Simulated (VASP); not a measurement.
A run of VASP 6.6.1 is set up as follows.

The input INCAR:

```
ALGO = Normal
EDIFF = 1E-6
ENCUT = 520
GGA = PS
ISIF = 2
ISMEAR = 0
LASPH = T
LCHARG = F
LREAL = F
LWAVE = F
NBANDS = 20
NELM = 80
PREC = Accurate
SIGMA = 0.05
```

KPOINTS

```
k-points
0
Gamma
  9 9 9
```

POSCAR

```
ScHO2
1.0
    1.4812164057      0.8551806906      5.3969578629
   -1.4812164057      0.8551806906      5.3969578629
    0.0000000000     -1.7103613812      5.3969578629
Sc H O
1 1 2
Direct
    0.0000000000      0.0000000000      0.0000000000
    0.5000000000      0.5000000000      0.5000000000
    0.5897010000      0.5897010000      0.5897010000
    0.4102990000      0.4102990000      0.4102990000
```

Potentials or basis: VASP PAW PBE potentials, release 64 (Sc_sv, H, O).

The run is started by

```bash
$ cat potpaw_PBE.64/Sc_sv/POTCAR potpaw_PBE.64/H/POTCAR potpaw_PBE.64/O/POTCAR > POTCAR
$ mpirun -np 1 vasp_std > vasp.out
```

(1) Predict the largest force.

(2) What does it give for the band gap on the k mesh?

Answers

(1) 0.690 eV/Å.

(2) 2.78 eV (least direct gap 3.02 eV).

Caveat: the cell stands under tension; the PAW data sets were made with another functional, which shifts forces and pressure a little; an odd mesh through Γ misses points on the zone boundary, where band edges can lie.
